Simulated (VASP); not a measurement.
# W in VASP: a series of runs

Runs on W. Level: LDA. Tasks: single point.

Program: VASP 6.6.1. These are calculated values, not measurements. Logs are shortened: lines on timing, memory, paths and dates and some standing lists are left out, and cuts for length are marked.

## Step 1: The cell of the first run

The structure is tetragonal, space group P4/nmm (No. 129). Conventional cell: a = 2.809 Å, b = 2.809 Å, c = 3.973 Å, α = 90.00°, β = 90.00°, γ = 90.00°. Within 3.6 Å of W (site symmetry 4mm) lie 12 W at 2.73 to 2.89 Å.

## Step 2: Single point, LDA

The input, INCAR:

```
ALGO     = Normal         # electronic algorithm
EDIFF    = 1E-6           # SCF threshold, eV
ENCUT    = 500            # plane-wave cutoff, eV
GGA      = CA             # functional
GGA_COMPAT= F            
ISIF     = 2              # what is computed and relaxed
ISMEAR   = 0              # smearing method
LASPH    = T              # aspherical terms in the spheres
LCHARG   = F              # write CHGCAR
LREAL    = F              # projectors in reciprocal space
LWAVE    = F              # write WAVECAR
NBANDS   = 21             # bands
NELM     = 120            # most SCF steps
PREC     = Accurate       # precision mode
SIGMA    = 0.15           # smearing width, eV
```

The input, KPOINTS:

```
k-points
0
Gamma
  16 16 12
```

The input, POSCAR:

```
W
1.0
    0.0000000000     -1.9864787844     -1.9864787844
    0.0000000000      1.9864787844     -1.9864787844
    3.9729575688      0.0000000000      0.0000000000
W
2
Direct
    0.5000000000      0.5000000000      0.4863074299
    0.0000000000      0.0000000000      0.0136925701
```

Potentials or basis: VASP PAW LDA potentials, release 64 (W_sv).

Run with:

```sh
$ cat potpaw_LDA.64/W_sv/POTCAR > POTCAR
$ mpirun -np 1 vasp_std > vasp.out
```

OUTCAR:

```text
EDIFF = 1E-6
   ENCUT = 500
   GGA = CA
   ISIF = 2
   ISMEAR = 0
   LASPH = T
   LREAL = F
   NELM = 120
   PREC = Accurate

 ion  position               nearest neighbor table
   1  0.500  0.500  0.486-   2 2.73   2 2.73   2 2.73   2 2.73   2 2.89   2 2.89   2 2.89   2 2.89

   2  0.000  0.000  0.014-   1 2.73   1 2.73   1 2.73   1 2.73   1 2.89   1 2.89   1 2.89   1 2.89

  LATTYP: Found a simple tetragonal cell.
 ALAT       =     2.8093052383
 C/A-ratio  =     1.4142135624

  Lattice vectors:

 A1 = (   0.0000000000,  -1.9864787844,  -1.9864787844)
 A2 = (   0.0000000000,   1.9864787844,  -1.9864787844)
 A3 = (   3.9729575688,   0.0000000000,   0.0000000000)

Analysis of symmetry for initial positions (statically):
=====================================================================
 Subroutine PRICEL returns:
 Original cell was already a primitive cell.

 Routine SETGRP: Setting up the symmetry group for a
 simple tetragonal supercell.

 Subroutine GETGRP returns: Found 16 space group operations
 (whereof  8 operations were pure point group operations)
 out of a pool of 16 trial point group operations.

The static configuration has the point symmetry C_4v.
 The point group associated with its full space group is D_4h.

Analysis of symmetry for dynamics (positions and initial velocities):
=====================================================================
 Subroutine PRICEL returns:
 Original cell was already a primitive cell.

 Routine SETGRP: Setting up the symmetry group for a
 simple tetragonal supercell.

 Subroutine GETGRP returns: Found 16 space group operations
 (whereof  8 operations were pure point group operations)
 out of a pool of 16 trial point group operations.

The dynamic configuration has the point symmetry C_4v.
 The point group associated with its full space group is D_4h.

 Subroutine INISYM returns: Found 16 space group operations
 (whereof  8 operations are pure point group operations),
 and found     1 'primitive' translations

----------------------------------------------------------------------------------------

                                     Primitive cell

  volume of cell :      31.3554

  direct lattice vectors                    reciprocal lattice vectors
     0.000000000 -1.986478784 -1.986478784     0.000000000 -0.251701656 -0.251701656
     0.000000000  1.986478784 -1.986478784     0.000000000  0.251701656 -0.251701656
     3.972957569  0.000000000  0.000000000     0.251701656  0.000000000  0.000000000

  length of vectors
     2.809305238  2.809305238  3.972957569     0.355959896  0.355959896  0.251701656

  position of ions in fractional coordinates (direct lattice)
     0.500000000  0.500000000  0.486307430
     0.000000000  0.000000000  0.013692570

  ion indices of the primitive-cell ions
   primitive index   ion index
                 1           1
                 2           2

----------------------------------------------------------------------------------------

 KPOINTS: k-points

Automatic generation of k-mesh.
 Grid dimensions read from file:
 generate k-points for:   16   16   12

 Generating k-lattice:

  Cartesian coordinates                     Fractional coordinates (reciprocal lattice)
     0.000000000 -0.015731354 -0.015731354     0.062500000  0.000000000  0.000000000
     0.000000000  0.015731354 -0.015731354     0.000000000  0.062500000  0.000000000
     0.020975138  0.000000000  0.000000000     0.000000000  0.000000000  0.083333333

  Length of vectors
     0.022247493  0.022247493  0.020975138

  Shift w.r.t. Gamma in fractional coordinates (k-lattice)
     0.000000000  0.000000000  0.000000000

 Subroutine IBZKPT returns following result:
 ===========================================

 Found    315 irreducible k-points:

 Following reciprocal coordinates:
            Coordinates               Weight
  0.000000  0.000000  0.000000      1.000000
  0.062500  0.000000  0.000000      4.000000
  0.125000  0.000000  0.000000      4.000000
  0.187500  0.000000  0.000000      4.000000
  0.250000  0.000000  0.000000      4.000000
  0.312500  0.000000  0.000000      4.000000
[... 16 lines left out ...]
  0.437500  0.125000  0.000000      8.000000
  0.500000  0.125000  0.000000      4.000000
 [... further k-points ...]
   k-points           NKPTS =    315   k-points in BZ     NKDIM =    315   number of bands    NBANDS=     21
   number of dos      NEDOS =    301   number of ions     NIONS =      2
   total plane-waves  NPLWV =  12000
   dimension x,y,z NGX =    20 NGY =   20 NGZ =   30
   dimension x,y,z NGXF=    40 NGYF=   40 NGZF=   60
   ions per type =               2
   NGX,Y,Z   is equivalent  to a cutoff of  11.84, 11.84, 12.55 a.u.
   NGXF,Y,Z  is equivalent  to a cutoff of  23.67, 23.67, 25.11 a.u.
 SYSTEM =  unknown system
   PREC   = accura    normal or accurate (medium, high low for compatibility)
   ISTART =      0    job   : 0-new  1-cont  2-samecut
   ICHARG =      2    charge: 1-file 2-atom 10-const
   ISPIN  =      1    spin polarized calculation?
   LNONCOLLINEAR =      F non collinear calculations
   LSORBIT =      F    spin-orbit coupling
   LASPH  =      T    aspherical Exc in radial PAW
   ENCUT  =  500.0 eV  36.75 Ry    6.06 a.u.   5.12  5.12  7.24*2*pi/ulx,y,z
   NELM   =    120;   NELMIN=  2; NELMDL= -5     # of ELM steps
   EDIFF  = 0.1E-05   stopping-criterion for ELM
   LREAL  =      F    real-space projection
   EDIFFG = 0.1E-04   stopping-criterion for IOM
   NSW    =      0    number of steps for IOM
   IBRION =     -1    ionic relax: 0-MD 1-quasi-New 2-CG
   NFREE  =      0    steps in history (QN), initial steepest desc. (CG)
   ISIF   =      2    stress and relaxation
   ISYM   =      2    0-nonsym 1-usesym 2-fastsym
   POTIM  = 0.5000    time-step for ionic-motion
   TEBEG  =    0.0;   TEEND  =   0.0 temperature during run
   PSTRESS=    0.0 pullay stress
   NELECT =      28.0000    total number of electrons
   NUPDOWN=      -1.0000    fix difference up-down
   EMIN   =  10.00;   EMAX   =-10.00  energy-range for DOS
   EFERMI =   0.00;   METHOD = LEGACY
   ISMEAR =     0;   SIGMA  =   0.15  broadening in eV -4-tet -1-fermi 0-gaus
   EFERMI_NEDOS =   21; number of points for ismear=-14 and -15
   IALGO  =     38    algorithm
   IMIX   =      4    mixing-type and parameters
     AMIX     =   0.40;   BMIX     =  1.00
     AMIX_MAG =   1.60;   BMIX_MAG =  1.00
  volume/ion in A,a.u.               =      15.68       105.80
  Fermi-wavevector in a.u.,A,eV,Ry     =   1.576486  2.979127 33.814690  2.485310
  Thomas-Fermi vector in A             =   2.677312
   LORBIT       =      0    0 simple, 1 ext, 2 COOP (PROOUT), +10 PAW based schemes
   GGA     = CA    functional components
   LHFCALC =     F    Hartree Fock is set to
   AEXX    =    0.0000 exact exchange contribution
   IVDW    =     0    specifies the selected vdW correction
   LEPSILON=     F    determine dielectric tensor
   LRPA    =     F    only Hartree local field effects (RPA)
 non-spin polarized calculation
 Gauss-broadening in eV      SIGMA  =   0.15
  energy-cutoff  :      500.00
  volume of cell :       31.36
 maximum number of plane-waves:       830
   NGX = 11   NGY = 11   NGZ = 15

 number of electron      27.9999988 magnetization

 Free energy of the ion-electron system (eV)
  ---------------------------------------------------
  ext. energy  EPLUGINS =         0.00000000
  ---------------------------------------------------
  free energy    TOTEN  =       -27.14018286 eV

  energy without entropy =      -27.11506930  energy(sigma->0) =      -27.12762608

 E-fermi :  11.0277     XC(G=0): -13.8725

 val. band max:       11.0253549426   @ k =   0.3125   0.1250   0.3333
 cond. band min:      11.0322357780   @ k =   0.3125   0.3125   0.0000
 fundamental gap:      0.0068808354
 Fermi energy:        11.0276636640

 k-point     1 :       0.0000    0.0000    0.0000
  band No.  band energies     occupation
      1     -62.1375      2.00000
      2     -61.9476      2.00000
      3     -27.2275      2.00000
      4     -26.4536      2.00000
      5     -26.4536      2.00000
      6     -25.9438      2.00000
[... 13 lines left out ...]
     20      17.1126      0.00000
     21      23.2302      0.00000

 k-point     2 :       0.0625    0.0000    0.0000
  band No.  band energies     occupation
      1     -62.1340      2.00000
      2     -61.9477      2.00000
      3     -27.2139      2.00000
      4     -26.4794      2.00000
      5     -26.4464      2.00000
      6     -25.9715      2.00000
[... 13 lines left out ...]
     20      17.7725      0.00000
     21      22.4769      0.00000

 k-point     3 :       0.1250    0.0000    0.0000
  band No.  band energies     occupation
      1     -62.1237      2.00000
      2     -61.9482      2.00000
      3     -27.1740      2.00000
      4     -26.5511      2.00000
      5     -26.4252      2.00000
      6     -26.0693      2.00000
[... 13 lines left out ...]
     20      19.0503      0.00000
     21      21.2349      0.00000

 k-point     4 :       0.1875    0.0000    0.0000
  band No.  band energies     occupation
      1     -62.1077      2.00000
      2     -61.9496      2.00000
      3     -27.1109      2.00000
      4     -26.6543      2.00000
      5     -26.3915      2.00000
      6     -26.2140      2.00000
[... 13 lines left out ...]
     20      20.0260      0.00000
     21      20.4980      0.00000

 k-point     5 :       0.2500    0.0000    0.0000
  band No.  band energies     occupation
      1     -62.0873      2.00000
      2     -61.9527      2.00000
      3     -27.0302      2.00000
      4     -26.7693      2.00000
      5     -26.3809      2.00000
      6     -26.3477      2.00000
[... 13 lines left out ...]
     20      19.0475      0.00000
     21      21.9981      0.00000
[... 382 lines left out ...]
     20      19.3624      0.00000
     21      23.3142      0.00000

 k-point    22 :       0.3750    0.1250    0.0000
  band No.  band energies     occupation
      1     -62.0313      2.00000
      2     -61.9638      2.00000
      3     -26.9608      2.00000
      4     -26.8899      2.00000
      5     -26.6341      2.00000
      6     -26.3423      2.00000
[... 13 lines left out ...]
     20      18.9047      0.00000
     21      23.9327      0.00000

 k-point    23 :       0.4375    0.1250    0.0000
  band No.  band energies     occupation
      1     -62.0099      2.00000
      2     -61.9755      2.00000
      3     -27.0013      2.00000
      4     -26.9447      2.00000
      5     -26.5783      2.00000
      6     -26.3843      2.00000
[... 13 lines left out ...]
     20      18.6278      0.00000
     21      23.6206      0.00000

 k-point    24 :       0.5000    0.1250    0.0000
  band No.  band energies     occupation
      1     -61.9910      2.00000
      2     -61.9910      2.00000
      3     -26.9943      2.00000
      4     -26.9943      2.00000
      5     -26.4808      2.00000
      6     -26.4808      2.00000
[... 13 lines left out ...]
     20      18.0515      0.00000
     21      24.0076      0.00000

 [... further k-points ...]

------------------------ aborting loop because EDIFF is reached ----------------------------------------

  FORCE on cell =-STRESS in cart. coord.  units (eV):
  Direction    XX          YY          ZZ          XY          YZ          ZX
  --------------------------------------------------------------------------------------
  -------------------------------------------------------------------------------------
  Total       -0.1367041      1.0295148      1.0295148      0.0000000      0.0000000      0.0000000
  in kB       -6.9852248     52.6055281     52.6055281      0.0000000      0.0000000      0.0000000
  external PRESSURE =      32.7419438 kB  Pullay stress =       0.0000000 kB

 VOLUME and BASIS-vectors are now :
 -----------------------------------------------------------------------------
  energy-cutoff  :      500.00
  volume of cell :       31.36
      direct lattice vectors                 reciprocal lattice vectors
     0.000000000 -1.986478784 -1.986478784     0.000000000 -0.251701656 -0.251701656
     0.000000000  1.986478784 -1.986478784     0.000000000  0.251701656 -0.251701656
     3.972957569  0.000000000  0.000000000     0.251701656  0.000000000  0.000000000

 POSITION                                       TOTAL-FORCE (eV/Angst)
 -----------------------------------------------------------------------------------
      1.93208      0.00000     -1.98648         1.715407      0.000000      0.000000
      0.05440      0.00000      0.00000        -1.715407     -0.000000     -0.000000
 -----------------------------------------------------------------------------------
    total drift:                                0.000000      0.000000     -0.000000

  FREE ENERGIE OF THE ION-ELECTRON SYSTEM (eV)
  ---------------------------------------------------
  free  energy   TOTEN  =       -27.1401828574 eV

  energy  without entropy=      -27.1150692994  energy(sigma->0) =      -27.12762608
```

It took 1.9 min on 1 thread of Intel Xeon 8259CL, shared host; peak memory 0.25 GiB.

What came out:

```yaml
Free_energy: -27.1402 eV
Pressure: 3.3 GPa
Largest_force: 1.715 eV/Å
Band_gap_on_the_k_mesh: zero (bands 14 and 15 overlap by 3.87 eV)
```

Forces on the atoms (eV/Å):
```
W    1.715  0.000  0.000
W   -1.715  0.000  0.000
```

Caveat: the cell stands under pressure; spin-orbit coupling is left out, which moves the levels of the heavy elements; forces of over 1 eV/Å act on the atoms, so gaps and moduli don't describe the material at rest.

## Step 3: Single point, LDA

The input, INCAR:

```
SYSTEM = W
ALGO     = Normal         ! electronic algorithm
EDIFF    = 1E-6           ! SCF threshold, eV
ENCUT    = 500            ! plane-wave cutoff, eV
GGA_COMPAT= .False.      
ISIF     = 2              ! what is computed and relaxed
ISMEAR   = 0              ! smearing method
LASPH    = .True.         ! aspherical terms in the spheres
LCHARG   = .False.        ! write CHGCAR
LREAL    = .False.        ! projectors in reciprocal space
LWAVE    = .False.        ! write WAVECAR
NBANDS   = 21             ! bands
NELM     = 120            ! most SCF steps
PREC     = Accurate       ! precision mode
SIGMA    = 0.15           ! smearing width, eV
```

The input, KPOINTS:

```
k-points
0
Gamma
  16 16 12
  0 0 0
```

The input, POSCAR:

```
W
1.0
    0.0000000000     -1.9864787844     -1.9864787844
    0.0000000000      1.9864787844     -1.9864787844
    3.9729575688      0.0000000000      0.0000000000
W
2
Direct
    0.5000000000      0.5000000000      0.5000000000
    0.0000000000      0.0000000000      0.0000000000
```

Potentials or basis: VASP PAW LDA potentials, release 64 (W_sv).

Run with:

```sh
$ cat potpaw_LDA.64/W_sv/POTCAR > POTCAR
$ mpirun -np 1 vasp_std > vasp.out
```

Wall time 2.1 min (1 thread of Intel Xeon 8259CL, shared host); peak memory 0.25 GiB.

Results (log left out):

| Quantity | Value |
| --- | --- |
| Free energy | -27.2355 eV |
| Pressure | 1.7 GPa |
| Band gap on the k mesh | zero (bands 14 and 15 overlap by 3.89 eV) |

Levels at points of the mesh, in eV from the Fermi level:
```csv
k point,band 10,band 11,band 12,band 13,band 14,band 15,band 16,band 17,band 18,band 19
"(0.00, 0.00, 0.00)",-5.80,-4.81,-0.64,-0.64,-0.64,2.66,2.66,3.47,5.28,6.15
"(0.50, 0.00, 0.00)",-4.05,-2.16,-2.16,-1.97,-1.97,0.85,0.85,2.35,2.35,7.05
"(0.50, 0.50, 0.00)",-5.80,-4.80,-4.80,3.47,3.47,5.29,5.29,6.14,6.14,6.15
"(0.00, 0.00, 0.50)",-6.07,-3.12,-3.12,-0.15,-0.15,1.65,1.65,1.65,1.65,3.83
"(0.50, 0.00, 0.50)",-5.82,-0.89,-0.89,-0.89,-0.89,0.95,0.95,5.34,5.34,5.34
"(0.50, 0.50, 0.50)",-3.94,-2.07,-2.07,-2.07,-2.07,1.31,1.31,6.15,6.15,10.83
```

Caveat: spin-orbit coupling is left out, which moves the levels of the heavy elements.
